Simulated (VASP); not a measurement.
# CsTlH4 (P4/mmm) in VASP: notebook

The runs below take CsTlH4 through relaxation of cell and atoms, single point, with PBE.

Everything below comes from runs of VASP 6.6.1. Logs are shortened: lines on timing, memory, paths and dates and some standing lists are left out, and cuts for length are marked.

## Step 1: The cell of the first run

The structure is tetragonal, space group P4/mmm (No. 123). Conventional cell: a = 3.827 Å, b = 3.827 Å, c = 6.763 Å, α = 90.00°, β = 90.00°, γ = 90.00°. Within 3.8 Å of Cs (site symmetry 4/mmm) lie 8 H at 2.91 Å. Tl (site symmetry 4/mmm) has 8 H at 2.25 Å within 3.0 Å. Within 3.0 Å of H (site symmetry 2mm) lie 2 Tl at 2.25 Å and 5 H at 2.38 to 2.71 Å and 2 Cs at 2.91 Å.

## Step 2: Relaxation of cell and atoms, PBE

INCAR

```
PREC = Accurate
ENCUT = 600
EDIFF = 1E-6
ISMEAR = 0
SIGMA = 0.1
LREAL = F
LASPH = T
NELM = 100
ALGO = Normal
ISIF = 3
LWAVE = F
LCHARG = F
GGA = PE
IBRION = 2
NSW = 100
EDIFFG = -0.01
```

KPOINTS

```
regular mesh
0
Gamma
  10 10 6
```

POSCAR

```
CsTlH4
1.0
    3.8273850994      0.0000000000      0.0000000000
    0.0000000000      3.8273850994      0.0000000000
    0.0000000000      0.0000000000      6.7625177571
Cs Tl H
1 1 4
Direct
    0.5000000000      0.5000000000      0.5000000000
    0.0000000000      0.0000000000      0.0000000000
    0.5000000000      0.0000000000      0.1757064777
    0.0000000000      0.5000000000      0.8242935223
    0.5000000000      0.0000000000      0.8242935223
    0.0000000000      0.5000000000      0.1757064777
```

Potentials or basis: VASP PAW PBE potentials, release 64 (Cs_sv, Tl_d, H).

Command:

```console
> cat potpaw_PBE.64/Cs_sv/POTCAR potpaw_PBE.64/Tl_d/POTCAR potpaw_PBE.64/H/POTCAR > POTCAR
> mpirun -np 1 vasp_std > vasp.out
```

OUTCAR:

```text
PREC = Accurate
   ENCUT = 600
   EDIFF = 1E-6
   ISMEAR = 0
   LREAL = F
   LASPH = T
   NELM = 100
   ISIF = 3
   GGA = PE
   IBRION = 2
   NSW = 100
   EDIFFG = -0.01

 ion  position               nearest neighbor table
   1  0.500  0.500  0.500-
   2  0.000  0.000  0.000-   3 2.25   4 2.25   5 2.25   6 2.25   4 2.25   6 2.25   3 2.25   5 2.25

   3  0.500  0.000  0.176-   2 2.25   2 2.25
   4  0.000  0.500  0.824-   2 2.25   2 2.25
   5  0.500  0.000  0.824-   2 2.25   2 2.25
   6  0.000  0.500  0.176-   2 2.25   2 2.25

  LATTYP: Found a simple tetragonal cell.
 ALAT       =     3.8273850994
 C/A-ratio  =     1.7668767531

  Lattice vectors:

 A1 = (   3.8273850994,   0.0000000000,   0.0000000000)
 A2 = (   0.0000000000,   3.8273850994,   0.0000000000)
 A3 = (   0.0000000000,   0.0000000000,   6.7625177571)

Analysis of symmetry for initial positions (statically):
=====================================================================
 Subroutine PRICEL returns:
 Original cell was already a primitive cell.

 Routine SETGRP: Setting up the symmetry group for a
 simple tetragonal supercell.

 Subroutine GETGRP returns: Found 16 space group operations
 (whereof 16 operations were pure point group operations)
 out of a pool of 16 trial point group operations.

The static configuration has the point symmetry D_4h.

Analysis of symmetry for dynamics (positions and initial velocities):
=====================================================================
 Subroutine PRICEL returns:
 Original cell was already a primitive cell.

 Routine SETGRP: Setting up the symmetry group for a
 simple tetragonal supercell.

 Subroutine GETGRP returns: Found 16 space group operations
 (whereof 16 operations were pure point group operations)
 out of a pool of 16 trial point group operations.

The dynamic configuration has the point symmetry D_4h.

 Subroutine INISYM returns: Found 16 space group operations
 (whereof 16 operations are pure point group operations),
 and found     1 'primitive' translations

----------------------------------------------------------------------------------------

                                     Primitive cell

  volume of cell :      99.0633
[... 94 lines left out ...]
   LASPH  =      T    aspherical Exc in radial PAW
   ENCUT  =  600.0 eV  44.10 Ry    6.64 a.u.   7.64  7.64 13.51*2*pi/ulx,y,z
   NELM   =    100;   NELMIN=  2; NELMDL= -5     # of ELM steps
   EDIFF  = 0.1E-05   stopping-criterion for ELM
   LREAL  =      F    real-space projection
   EDIFFG = -.1E-01   stopping-criterion for IOM
   NSW    =    100    number of steps for IOM
   IBRION =      2    ionic relax: 0-MD 1-quasi-New 2-CG
   NFREE  =      1    steps in history (QN), initial steepest desc. (CG)
   ISIF   =      3    stress and relaxation
   ISYM   =      2    0-nonsym 1-usesym 2-fastsym
   POTIM  = 0.5000    time-step for ionic-motion
   TEBEG  =    0.0;   TEEND  =   0.0 temperature during run
   PSTRESS=    0.0 pullay stress
   NELECT =      26.0000    total number of electrons
   NUPDOWN=      -1.0000    fix difference up-down
   EMIN   =  10.00;   EMAX   =-10.00  energy-range for DOS
   EFERMI =   0.00;   METHOD = LEGACY
   ISMEAR =     0;   SIGMA  =   0.10  broadening in eV -4-tet -1-fermi 0-gaus
   EFERMI_NEDOS =   21; number of points for ismear=-14 and -15
   IALGO  =     38    algorithm
   IMIX   =      4    mixing-type and parameters
     AMIX     =   0.40;   BMIX     =  1.00
     AMIX_MAG =   1.60;   BMIX_MAG =  1.00
  volume/ion in A,a.u.               =      16.51       111.42
  Fermi-wavevector in a.u.,A,eV,Ry     =   1.048162  1.980739 14.947950  1.098643
  Thomas-Fermi vector in A             =   2.183072
   LORBIT       =      0    0 simple, 1 ext, 2 COOP (PROOUT), +10 PAW based schemes
   GGA     = PE    functional components
   LHFCALC =     F    Hartree Fock is set to
   AEXX    =    0.0000 exact exchange contribution
   IVDW    =     0    specifies the selected vdW correction
   LEPSILON=     F    determine dielectric tensor
   LRPA    =     F    only Hartree local field effects (RPA)
 conjugate gradient relaxation of ions
 non-spin polarized calculation
 Gauss-broadening in eV      SIGMA  =   0.10
  energy-cutoff  :      600.00
  volume of cell :       99.06
 maximum number of plane-waves:      3347
 NGX is ok and might be reduce to    32
   NGX = 15   NGY = 15   NGZ = 27

 number of electron      26.0000004 magnetization

 Free energy of the ion-electron system (eV)
  ---------------------------------------------------
  ext. energy  EPLUGINS =         0.00000000
  ---------------------------------------------------
  free energy    TOTEN  =       -13.41685864 eV

  energy without entropy =      -13.40777419  energy(sigma->0) =      -13.41231641

 E-fermi :   2.0771     XC(G=0):  -8.5851

 val. band max:        2.0673200035   @ k =   0.4000   0.4000   0.5000
 cond. band min:       2.0962427312   @ k =   0.3000   0.2000   0.5000
 fundamental gap:      0.0289227277
 Fermi energy:         2.0771006369

 k-point     1 :       0.0000    0.0000    0.0000
  band No.  band energies     occupation
      1     -19.8270      2.00000
      2      -8.9523      2.00000
      3      -8.6440      2.00000
      4      -8.5458      2.00000
      5      -8.5458      2.00000
      6      -8.4746      2.00000
[... 457 lines left out ...]
      4      -8.6083      2.00000
      5      -8.5429      2.00000
      6      -8.4987      2.00000
[... 9 lines left out ...]
     16       6.8558      0.00000
     17       7.0300      0.00000

 [... further k-points ...]
[... 5 lines left out ...]
  --------------------------------------------------------------------------------------
  -------------------------------------------------------------------------------------
  Total        0.0310937      0.0310937      0.0436730      0.0000000      0.0000000      0.0000000
  in kB        0.5028862      0.5028862      0.7063350      0.0000000      0.0000000      0.0000000
  external PRESSURE =       0.5707025 kB  Pullay stress =       0.0000000 kB

 VOLUME and BASIS-vectors are now :
 -----------------------------------------------------------------------------
  energy-cutoff  :      600.00
  volume of cell :       99.06
      direct lattice vectors                 reciprocal lattice vectors
     3.827385099  0.000000000  0.000000000     0.261274989  0.000000000  0.000000000
     0.000000000  3.827385099  0.000000000     0.000000000  0.261274989  0.000000000
     0.000000000  0.000000000  6.762517757     0.000000000  0.000000000  0.147873919

 POSITION                                       TOTAL-FORCE (eV/Angst)
 -----------------------------------------------------------------------------------
      1.91369      1.91369      3.38126        -0.000000     -0.000000      0.000000
      0.00000      0.00000      0.00000        -0.000000     -0.000000      0.000000
      1.91369      0.00000      1.18822        -0.000000     -0.000000     -0.004573
      0.00000      1.91369      5.57430        -0.000000      0.000000      0.004573
      1.91369      0.00000      5.57430         0.000000     -0.000000      0.004573
      0.00000      1.91369      1.18822        -0.000000      0.000000     -0.004573
 -----------------------------------------------------------------------------------
    total drift:                                0.000000      0.000000      0.000000

  FREE ENERGIE OF THE ION-ELECTRON SYSTEM (eV)
  ---------------------------------------------------
  free  energy   TOTEN  =       -13.4168586415 eV

  energy  without entropy=      -13.4077741854  energy(sigma->0) =      -13.41231641

 reached required accuracy - stopping structural energy minimisation
```

It took 4 min on 1 thread of AMD EPYC 7R43 (Zen 3), shared host; peak memory 0.32 GiB.

What came out:

```yaml
Free_energy: -13.4169 eV
Pressure_after_relaxing: 0.1 GPa
Largest_force_after_relaxing: 0.005 eV/Å
Band_gap_on_the_k_mesh: zero (band 13 reaches 2.62 eV, above the bottom of band 14 at 1.16 eV)
```

Forces on the atoms (eV/Å):
```
Cs   0.000  0.000  0.000
Tl   0.000  0.000  0.000
H    0.000  0.000 -0.005
H    0.000  0.000  0.005
H    0.000  0.000  0.005
H    0.000  0.000 -0.005
```

Final structure:
```yaml
crystal:
  lattice:
    - [3.82739, 0.00000, 0.00000]
    - [0.00000, 3.82739, 0.00000]
    - [0.00000, 0.00000, 6.76252]
  atoms:
    - { symbol: Cs, position: [0.50000, 0.50000, 0.50000] }
    - { symbol: Tl, position: [0.00000, 0.00000, 0.00000] }
    - { symbol: H, position: [0.50000, 0.00000, 0.17571] }
    - { symbol: H, position: [0.00000, 0.50000, 0.82429] }
    - { symbol: H, position: [0.50000, 0.00000, 0.82429] }
    - { symbol: H, position: [0.00000, 0.50000, 0.17571] }
```

Caveat: the relaxation stopped at its first step, so nothing moved; spin-orbit coupling is left out, which moves the levels of the heavy elements.

## Step 3: Single point, PBE

INCAR

```
SYSTEM = CsTlH4
PREC     = Accurate       ! precision mode
ENCUT    = 520            ! plane-wave cutoff, eV
EDIFF    = 1E-7           ! SCF threshold, eV
ISMEAR   = 0              ! smearing method
SIGMA    = 0.1            ! smearing width, eV
LREAL    = .FALSE.        ! projectors in reciprocal space
LASPH    = .TRUE.         ! aspherical terms in the spheres
NELM     = 100            ! most SCF steps
ALGO     = Normal         ! electronic algorithm
ISIF     = 2              ! what is computed and relaxed
LWAVE    = .FALSE.        ! write WAVECAR
LCHARG   = .FALSE.        ! write CHGCAR
GGA      = PE             ! functional
NBANDS   = 22             ! bands
```

KPOINTS

```
Automatic mesh
0
G
  10 10 6
  0 0 0
```

POSCAR is that of step 2.

Potentials or basis: VASP PAW PBE potentials, release 64 (Cs_sv, Tl_d, H).

Command:

```console
> cat potpaw_PBE.64/Cs_sv/POTCAR potpaw_PBE.64/Tl_d/POTCAR potpaw_PBE.64/H/POTCAR > POTCAR
> mpirun -np 1 vasp_std > vasp.out
```

It took 4.4 min on 1 thread of AMD EPYC 7R43 (Zen 3), shared host; peak memory 0.28 GiB.

The run converged. Its results:

| Quantity | Value |
| --- | --- |
| Free energy | -13.4160 eV |
| Pressure | 0.0 GPa |
| Largest force | 0.004 eV/Å |
| Band gap on the k mesh | zero (band 13 reaches 2.62 eV, above the bottom of band 14 at 1.16 eV) |

Forces in eV/Å, atoms in the order of the input:
```
Cs   0.000  0.000  0.000
Tl   0.000  0.000  0.000
H    0.000  0.000 -0.004
H    0.000  0.000  0.004
H    0.000  0.000  0.004
H    0.000  0.000 -0.004
```

Levels at points of the mesh, in eV from the Fermi level:
| k point | band 9 | band 10 | band 11 | band 12 | band 13 | band 14 | band 15 | band 16 | band 17 | band 18 |
| --- | --- | --- | --- | --- | --- | --- | --- | --- | --- | --- |
| (0.00, 0.00, 0.00) | -8.12 | -8.12 | -2.97 | -0.24 | 0.54 | 1.35 | 3.53 | 4.03 | 4.77 | 4.77 |
| (0.50, 0.00, 0.00) | -7.97 | -6.23 | -4.26 | -2.72 | -0.14 | 2.82 | 3.22 | 5.27 | 5.85 | 6.21 |
| (0.50, 0.50, 0.00) | -8.23 | -4.03 | -3.47 | -3.47 | -0.92 | -0.92 | 2.10 | 2.59 | 3.74 | 7.39 |
| (0.00, 0.00, 0.50) | -8.12 | -7.19 | -4.08 | 0.05 | 0.12 | 2.39 | 3.84 | 4.30 | 4.30 | 4.40 |
| (0.50, 0.00, 0.50) | -7.97 | -6.48 | -3.73 | -1.95 | -1.04 | 1.77 | 3.95 | 5.59 | 5.67 | 5.96 |
| (0.50, 0.50, 0.50) | -8.22 | -3.99 | -3.85 | -3.85 | -0.05 | -0.05 | 0.82 | 4.80 | 4.80 | 5.08 |

Caveat: spin-orbit coupling is left out, which moves the levels of the heavy elements.
